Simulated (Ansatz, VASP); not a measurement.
## BaTiO3: VASP beside Ansatz

The input INCAR:

```
  ALGO = Normal
  EDIFF = 1E-6
  ENCUT = 520
  GGA = PE
  ISIF = 2
  ISMEAR = 0
  LASPH = True
  LCHARG = True
  LELF = True
  LREAL = Auto
  LVHAR = True
  LWAVE = False
  NBANDS = 73
  NELM = 100
  PREC = Accurate
  SIGMA = 0.05
```

File KPOINTS:

```
k-points
0
Gamma
  6 6 2
```

File POSCAR:

```
BaTiO3
1.0
    2.8630706609     -1.6529946168     -2.3563003513
    0.0000000000      3.3059892335     -2.3563003513
    8.5892119826      4.9589838503      7.0689010540
Ba Ti O
3 3 9
Direct
    0.9950454834      0.9950454834      0.0016515055
    0.9950454834      0.9950454834      0.3349848389
    0.9950454834      0.9950454834      0.6683181722
    0.4808124839      0.4808124839      0.1730625054
    0.4808124839      0.4808124839      0.5063958387
    0.4808124839      0.4808124839      0.8397291720
    0.5116061510      0.0222297307      0.1627979497
    0.5116061510      0.0222297307      0.4961312830
    0.5116061510      0.0222297307      0.8294646163
    0.0222297307      0.5116061510      0.1627979497
    0.0222297307      0.5116061510      0.4961312830
    0.0222297307      0.5116061510      0.8294646163
    0.5116061510      0.5116061510      0.3259234231
    0.5116061510      0.5116061510      0.6592567564
    0.5116061510      0.5116061510      0.9925900898
```

Input for Ansatz:

```yaml
crystal:
  lattice:
    - [2.8630706609, -1.6529946168, -2.3563003513]
    - [0.0, 3.3059892335, -2.3563003513]
    - [8.5892119826, 4.9589838503, 7.068901054]
  atoms:
    - { symbol: Ba, position: [0.9950454834, 0.9950454834, 0.0016515055] }
    - { symbol: Ba, position: [0.9950454834, 0.9950454834, 0.3349848389] }
    - { symbol: Ba, position: [0.9950454834, 0.9950454834, 0.6683181722] }
    - { symbol: Ti, position: [0.4808124839, 0.4808124839, 0.1730625054] }
    - { symbol: Ti, position: [0.4808124839, 0.4808124839, 0.5063958387] }
    - { symbol: Ti, position: [0.4808124839, 0.4808124839, 0.839729172] }
    - { symbol: O, position: [0.511606151, 0.0222297307, 0.1627979497] }
    - { symbol: O, position: [0.511606151, 0.0222297307, 0.496131283] }
    - { symbol: O, position: [0.511606151, 0.0222297307, 0.8294646163] }
    - { symbol: O, position: [0.0222297307, 0.511606151, 0.1627979497] }
    - { symbol: O, position: [0.0222297307, 0.511606151, 0.496131283] }
    - { symbol: O, position: [0.0222297307, 0.511606151, 0.8294646163] }
    - { symbol: O, position: [0.511606151, 0.511606151, 0.3259234231] }
    - { symbol: O, position: [0.511606151, 0.511606151, 0.6592567564] }
    - { symbol: O, position: [0.511606151, 0.511606151, 0.9925900898] }
basis:
  ecutwfc: 420
kpoints:
  mp_grid: { grid: [6, 6, 2] }
hamiltonian:
  xc: pbe
scf:
  occupations: { method: gaussian, width: 0.05 }
output:
  forces: true
  stress: true
  eigenvalues: true
```

Alike in both runs: task single point; functional PBE; k mesh 6 × 6 × 2; occupations gaussian, width 0.05 eV; no spin polarisation.

|  | VASP | Ansatz |
| --- | --- | --- |
| version | VASP 6.6.1 | Ansatz 0.2.0 |
| potentials or method | VASP PAW PBE potentials, release 64 (Ba_sv, Ti_sv, O), cutoff 520 eV | scalar-relativistic, plane waves, PAW |
| valence electrons in the cell | 120 | 120 |

Ansatz gave:

| Property | Result |
| --- | --- |
| gap on the k mesh at the Fermi level (eV) | 2.63 |
| least direct gap on the mesh (eV) | 3.00 |
| pressure (GPa) | 0.0 |
| traceless stress, the component that is largest in VASP (GPa) | 0.00 |
| rms of the force components (eV/Å) | 0.001 |

Q: Which values does VASP return?

A: gap on the k mesh at the Fermi level (eV): 2.58; least direct gap on the mesh (eV): 3.00; pressure (GPa): 1.6; traceless stress, the component that is largest in VASP (GPa): -0.07; rms of the force components (eV/Å): 0.037.

Atom by atom the forces differ by 0.038 eV/Å (rms over components). With one functional, cell and mesh, what is left measures potentials, basis and numerics.

Neither program's run includes spin-orbit coupling.
